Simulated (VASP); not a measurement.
# Sr (Fm-3m) in VASP: notebook

Sr is run at these levels: BLYP; tasks: single point.

Program: VASP 6.6.1. These are calculated values, not measurements. Logs are shortened: lines on timing, memory, paths and dates and some standing lists are left out, and cuts for length are marked.

### 1 The cell of the first run

Symmetry: Fm-3m, No. 225, cubic system. The conventional cell has a = 6.085 Å, b = 6.085 Å, c = 6.085 Å, α = 90.00°, β = 90.00°, γ = 90.00°. Sr (site symmetry m-3m) has 12 Sr at 4.30 Å within 5.6 Å.

### 2 Single point, BLYP

The input, INCAR:

```
PREC = Accurate
ENCUT = 520
EDIFF = 1E-6
ISMEAR = -1
SIGMA = 0.1
LREAL = F
LASPH = T
NELM = 100
ALGO = Normal
ISIF = 2
LWAVE = F
LCHARG = F
GGA = B5
ALDAX = 1.0
AGGAX = 1.0
AGGAC = 1.0
ALDAC = 0.0
NBANDS = 11
```

The input, KPOINTS:

```
regular mesh
0
Gamma
  15 15 15
```

The input, POSCAR:

```
Sr
1.0
    0.0000000000      3.0423500000      3.0423500000
    3.0423500000      0.0000000000      3.0423500000
    3.0423500000      3.0423500000      0.0000000000
Sr
1
Direct
    0.0000000000      0.0000000000      0.0000000000
```

Potentials or basis: VASP PAW PBE potentials, release 64 (Sr_sv).

The run is started by

```bash
cat potpaw_PBE.64/Sr_sv/POTCAR > POTCAR
mpirun -np 1 vasp_std > vasp.out
```

OUTCAR:

```text
PREC = Accurate
   ENCUT = 520
   EDIFF = 1E-6
   ISMEAR = -1
   LREAL = F
   LASPH = T
   NELM = 100
   ISIF = 2
   GGA = B5

 ion  position               nearest neighbor table
   1  0.000  0.000  0.000-

  LATTYP: Found a face centered cubic cell.
 ALAT       =     6.0847000000

  Lattice vectors:

 A1 = (   0.0000000000,   3.0423500000,   3.0423500000)
 A2 = (   3.0423500000,   0.0000000000,   3.0423500000)
 A3 = (   3.0423500000,   3.0423500000,   0.0000000000)

Analysis of symmetry for initial positions (statically):
=====================================================================
 Subroutine PRICEL returns:
 Original cell was already a primitive cell.

 Routine SETGRP: Setting up the symmetry group for a
 face centered cubic supercell.

 Subroutine GETGRP returns: Found 48 space group operations
 (whereof 48 operations were pure point group operations)
 out of a pool of 48 trial point group operations.

The static configuration has the point symmetry O_h .

Analysis of symmetry for dynamics (positions and initial velocities):
=====================================================================
 Subroutine PRICEL returns:
 Original cell was already a primitive cell.

 Routine SETGRP: Setting up the symmetry group for a
 face centered cubic supercell.

 Subroutine GETGRP returns: Found 48 space group operations
 (whereof 48 operations were pure point group operations)
 out of a pool of 48 trial point group operations.

The dynamic configuration has the point symmetry O_h .

 Subroutine INISYM returns: Found 48 space group operations
 (whereof 48 operations are pure point group operations),
 and found     1 'primitive' translations

----------------------------------------------------------------------------------------

                                     Primitive cell

  volume of cell :      56.3193

  direct lattice vectors                    reciprocal lattice vectors
     0.000000000  3.042350000  3.042350000    -0.164346640  0.164346640  0.164346640
     3.042350000  0.000000000  3.042350000     0.164346640 -0.164346640  0.164346640
     3.042350000  3.042350000  0.000000000     0.164346640  0.164346640 -0.164346640

  length of vectors
     4.302532631  4.302532631  4.302532631     0.284656730  0.284656730  0.284656730

  position of ions in fractional coordinates (direct lattice)
     0.000000000  0.000000000  0.000000000

  ion indices of the primitive-cell ions
   primitive index   ion index
                 1           1

----------------------------------------------------------------------------------------

 KPOINTS: regular mesh

Automatic generation of k-mesh.
 Grid dimensions read from file:
 generate k-points for:   15   15   15

 Generating k-lattice:

  Cartesian coordinates                     Fractional coordinates (reciprocal lattice)
    -0.010956443  0.010956443  0.010956443     0.066666667  0.000000000  0.000000000
     0.010956443 -0.010956443  0.010956443     0.000000000  0.066666667  0.000000000
     0.010956443  0.010956443 -0.010956443     0.000000000  0.000000000  0.066666667

  Length of vectors
     0.018977115  0.018977115  0.018977115

  Shift w.r.t. Gamma in fractional coordinates (k-lattice)
     0.000000000  0.000000000  0.000000000

 Subroutine IBZKPT returns following result:
 ===========================================

 Found    120 irreducible k-points:

 Following reciprocal coordinates:
            Coordinates               Weight
  0.000000  0.000000  0.000000      1.000000
  0.066667  0.000000  0.000000      8.000000
  0.133333  0.000000  0.000000      8.000000
  0.200000  0.000000  0.000000      8.000000
  0.266667  0.000000  0.000000      8.000000
  0.333333  0.000000  0.000000      8.000000
[... 16 lines left out ...]
  0.133333  0.133333  0.000000      6.000000
  0.200000  0.133333  0.000000     24.000000
 [... further k-points ...]
   k-points           NKPTS =    120   k-points in BZ     NKDIM =    120   number of bands    NBANDS=     11
   number of dos      NEDOS =    301   number of ions     NIONS =      1
   total plane-waves  NPLWV =  32768
   dimension x,y,z NGX =    32 NGY =   32 NGZ =   32
   dimension x,y,z NGXF=    64 NGYF=   64 NGZF=   64
   ions per type =               1
   NGX,Y,Z   is equivalent  to a cutoff of  12.36, 12.36, 12.36 a.u.
   NGXF,Y,Z  is equivalent  to a cutoff of  24.73, 24.73, 24.73 a.u.
 SYSTEM =  unknown system
   PREC   = accura    normal or accurate (medium, high low for compatibility)
   ISTART =      0    job   : 0-new  1-cont  2-samecut
   ICHARG =      2    charge: 1-file 2-atom 10-const
   ISPIN  =      1    spin polarized calculation?
   LNONCOLLINEAR =      F non collinear calculations
   LSORBIT =      F    spin-orbit coupling
   LASPH  =      T    aspherical Exc in radial PAW
   ENCUT  =  520.0 eV  38.22 Ry    6.18 a.u.   8.00  8.00  8.00*2*pi/ulx,y,z
   NELM   =    100;   NELMIN=  2; NELMDL= -5     # of ELM steps
   EDIFF  = 0.1E-05   stopping-criterion for ELM
   LREAL  =      F    real-space projection
   EDIFFG = 0.1E-04   stopping-criterion for IOM
   NSW    =      0    number of steps for IOM
   IBRION =     -1    ionic relax: 0-MD 1-quasi-New 2-CG
   NFREE  =      0    steps in history (QN), initial steepest desc. (CG)
   ISIF   =      2    stress and relaxation
   ISYM   =      2    0-nonsym 1-usesym 2-fastsym
   POTIM  = 0.5000    time-step for ionic-motion
   TEBEG  =    0.0;   TEEND  =   0.0 temperature during run
   PSTRESS=    0.0 pullay stress
   NELECT =      10.0000    total number of electrons
   NUPDOWN=      -1.0000    fix difference up-down
   EMIN   =  10.00;   EMAX   =-10.00  energy-range for DOS
   EFERMI =   0.00;   METHOD = LEGACY
   ISMEAR =    -1;   SIGMA  =   0.10  broadening in eV -4-tet -1-fermi 0-gaus
   EFERMI_NEDOS =   21; number of points for ismear=-14 and -15
   IALGO  =     38    algorithm
   IMIX   =      4    mixing-type and parameters
     AMIX     =   0.40;   BMIX     =  1.00
     AMIX_MAG =   1.60;   BMIX_MAG =  1.00
  volume/ion in A,a.u.               =      56.32       380.06
  Fermi-wavevector in a.u.,A,eV,Ry     =   0.920144  1.738819 11.519569  0.846664
  Thomas-Fermi vector in A             =   2.045416
   LORBIT       =      0    0 simple, 1 ext, 2 COOP (PROOUT), +10 PAW based schemes
   GGA     = B5    functional components
   LHFCALC =     F    Hartree Fock is set to
   AEXX    =    0.0000 exact exchange contribution
   IVDW    =     0    specifies the selected vdW correction
   LEPSILON=     F    determine dielectric tensor
   LRPA    =     F    only Hartree local field effects (RPA)
 non-spin polarized calculation
  energy-cutoff  :      520.00
  volume of cell :       56.32
 maximum number of plane-waves:      1540
   NGX = 15   NGY = 15   NGZ = 15

 number of electron      10.0000000 magnetization

 Free energy of the ion-electron system (eV)
  ---------------------------------------------------
  ext. energy  EPLUGINS =         0.00000000
  ---------------------------------------------------
  free energy    TOTEN  =        -0.95357667 eV

  energy without entropy =       -0.91060063  energy(sigma->0) =       -0.93208865

 E-fermi :   1.9581     XC(G=0):  -6.8293

 val. band max:        1.9571546812   @ k =  -0.3333   0.4000   0.1333
 cond. band min:       2.0206166935   @ k =  -0.2667   0.4667   0.2000
 fundamental gap:      0.0634620123
 Fermi energy:         1.9581127733

 k-point     1 :       0.0000    0.0000    0.0000
  band No.  band energies     occupation
      1     -34.7844      2.00000
      2     -16.7386      2.00000
      3     -16.7386      2.00000
      4     -16.7386      2.00000
      5      -1.6154      2.00000
      6       4.1087      0.00000
      7       4.1087      0.00000
      8       4.1087      0.00000
      9       5.4645      0.00000
     10       5.4645      0.00000
     11       9.1440      0.00000

 k-point     2 :       0.0667    0.0000    0.0000
  band No.  band energies     occupation
      1     -34.7839      2.00000
      2     -16.7466      2.00000
      3     -16.7397      2.00000
      4     -16.7397      2.00000
      5      -1.5449      2.00000
      6       4.0088      0.00000
      7       4.1424      0.00000
      8       4.1424      0.00000
      9       5.4229      0.00000
     10       5.4229      0.00000
     11       9.3198      0.00000

 k-point     3 :       0.1333    0.0000    0.0000
  band No.  band energies     occupation
      1     -34.7823      2.00000
      2     -16.7690      2.00000
      3     -16.7428      2.00000
      4     -16.7428      2.00000
      5      -1.3374      2.00000
      6       3.7510      0.00000
      7       4.2227      0.00000
      8       4.2227      0.00000
      9       5.3399      0.00000
     10       5.3399      0.00000
     11       9.6879      0.00000

 k-point     4 :       0.2000    0.0000    0.0000
  band No.  band energies     occupation
      1     -34.7801      2.00000
      2     -16.8016      2.00000
      3     -16.7473      2.00000
      4     -16.7473      2.00000
      5      -1.0061      2.00000
      6       3.4149      0.00000
      7       4.2786      0.00000
      8       4.2786      0.00000
      9       5.3299      0.00000
     10       5.3299      0.00000
     11       9.1330      0.00000

 k-point     5 :       0.2667    0.0000    0.0000
  band No.  band energies     occupation
      1     -34.7775      2.00000
      2     -16.8387      2.00000
      3     -16.7524      2.00000
      4     -16.7524      2.00000
      5      -0.5744      2.00000
      6       3.0605      0.00003
      7       4.2369      0.00000
      8       4.2369      0.00000
      9       5.4988      0.00000
     10       5.4988      0.00000
     11       8.4958      0.00000

 k-point     6 :       0.3333    0.0000    0.0000
  band No.  band energies     occupation
      1     -34.7750      2.00000
      2     -16.8738      2.00000
      3     -16.7573      2.00000
      4     -16.7573      2.00000
      5      -0.0803      2.00000
      6       2.7167      0.00101
      7       4.1308      0.00000
      8       4.1308      0.00000
      9       5.8160      0.00000
     10       5.8160      0.00000
     11       7.9311      0.00000

 k-point     7 :       0.4000    0.0000    0.0000
  band No.  band energies     occupation
      1     -34.7731      2.00000
      2     -16.9010      2.00000
      3     -16.7612      2.00000
      4     -16.7612      2.00000
      5       0.4112      2.00000
      6       2.3974      0.02442
      7       4.0297      0.00000
      8       4.0297      0.00000
      9       6.1687      0.00000
     10       6.1687      0.00000
     11       7.4678      0.00000

 k-point     8 :       0.4667    0.0000    0.0000
  band No.  band energies     occupation
      1     -34.7720      2.00000
      2     -16.9158      2.00000
      3     -16.7632      2.00000
      4     -16.7632      2.00000
      5       0.7708      1.99999
      6       2.1553      0.24448
      7       3.9719      0.00000
      8       3.9719      0.00000
      9       6.4142      0.00000
     10       6.4142      0.00000
     11       7.1908      0.00000
[... 141 lines left out ...]
 k-point    19 :      -0.2667    0.0667    0.0000
  band No.  band energies     occupation
      1     -34.7763      2.00000
      2     -16.8508      2.00000
      3     -16.7621      2.00000
      4     -16.7523      2.00000
      5      -0.3570      2.00000
      6       2.9370      0.00011
      7       4.0924      0.00000
      8       4.2722      0.00000
      9       5.3428      0.00000
     10       5.8611      0.00000
     11       8.3739      0.00000

 k-point    20 :      -0.2000    0.0667    0.0000
  band No.  band energies     occupation
      1     -34.7789      2.00000
      2     -16.8151      2.00000
      3     -16.7564      2.00000
      4     -16.7470      2.00000
      5      -0.8133      2.00000
      6       3.2736      0.00000
      7       4.1897      0.00000
      8       4.3605      0.00000
      9       5.1073      0.00000
     10       5.6015      0.00000
     11       9.0107      0.00000

 k-point    21 :      -0.1333    0.0667    0.0000
  band No.  band energies     occupation
      1     -34.7812      2.00000
      2     -16.7820      2.00000
      3     -16.7503      2.00000
      4     -16.7428      2.00000
      5      -1.1796      2.00000
      6       3.5972      0.00000
      7       4.2165      0.00000
      8       4.3115      0.00000
      9       5.1174      0.00000
     10       5.4790      0.00000
     11       9.6604      0.00000

 k-point    22 :      -0.0667    0.0667    0.0000
  band No.  band energies     occupation
      1     -34.7830      2.00000
      2     -16.7577      2.00000
      3     -16.7444      2.00000
      4     -16.7402      2.00000
      5      -1.4287      2.00000
      6       3.8639      0.00000
      7       4.1792      0.00000
      8       4.2032      0.00000
      9       5.2724      0.00000
     10       5.4564      0.00000
     11       9.5906      0.00000

 k-point    23 :       0.1333    0.1333    0.0000
  band No.  band energies     occupation
      1     -34.7817      2.00000
      2     -16.7681      2.00000
      3     -16.7496      2.00000
      4     -16.7496      2.00000
      5      -1.2452      2.00000
      6       3.6583      0.00000
      7       4.2953      0.00000
      8       4.2953      0.00000
      9       4.9006      0.00000
     10       5.6032      0.00000
     11      10.0131      0.00000

 k-point    24 :       0.2000    0.1333    0.0000
  band No.  band energies     occupation
      1     -34.7800      2.00000
      2     -16.7894      2.00000
      3     -16.7552      2.00000
      4     -16.7537      2.00000
      5      -1.0010      2.00000
      6       3.4325      0.00000
      7       4.3324      0.00000
      8       4.3912      0.00000
      9       4.7399      0.00000
     10       5.6668      0.00000
     11       9.9949      0.00000

 [... further k-points ...]
[... 5 lines left out ...]
  --------------------------------------------------------------------------------------
  -------------------------------------------------------------------------------------
  Total        0.0073798      0.0073798      0.0073798      0.0000000     -0.0000000      0.0000000
  in kB        0.2099403      0.2099403      0.2099403      0.0000000     -0.0000000      0.0000000
  external PRESSURE =       0.2099403 kB  Pullay stress =       0.0000000 kB

 VOLUME and BASIS-vectors are now :
 -----------------------------------------------------------------------------
  energy-cutoff  :      520.00
  volume of cell :       56.32
      direct lattice vectors                 reciprocal lattice vectors
     0.000000000  3.042350000  3.042350000    -0.164346640  0.164346640  0.164346640
     3.042350000  0.000000000  3.042350000     0.164346640 -0.164346640  0.164346640
     3.042350000  3.042350000  0.000000000     0.164346640  0.164346640 -0.164346640

 POSITION                                       TOTAL-FORCE (eV/Angst)
 -----------------------------------------------------------------------------------
      0.00000      0.00000      0.00000         0.000000     -0.000000     -0.000000
 -----------------------------------------------------------------------------------
    total drift:                                0.000000      0.000000      0.000000

  FREE ENERGIE OF THE ION-ELECTRON SYSTEM (eV)
  ---------------------------------------------------
  free  energy   TOTEN  =        -0.9535766733 eV

  energy  without entropy=       -0.9106006259  energy(sigma->0) =       -0.93208865
```

It took 69 s on 1 thread of AMD EPYC 7R43 (Zen 3), shared host; peak memory 0.19 GiB.

Results:

| Property | Result |
| --- | --- |
| Free energy | -0.9536 eV |
| Pressure | 0.0 GPa |

Levels at points of the mesh, in eV from the Fermi level:
```
           k point  band 3  band 4  band 5  band 6  band 7  band 8
(0.00, 0.00, 0.00)  -18.70  -18.70   -3.57    2.15    2.15    2.15
```

Caveat: the PAW data sets were made with another functional, which shifts forces and pressure a little.

[end of part 1 of 2]
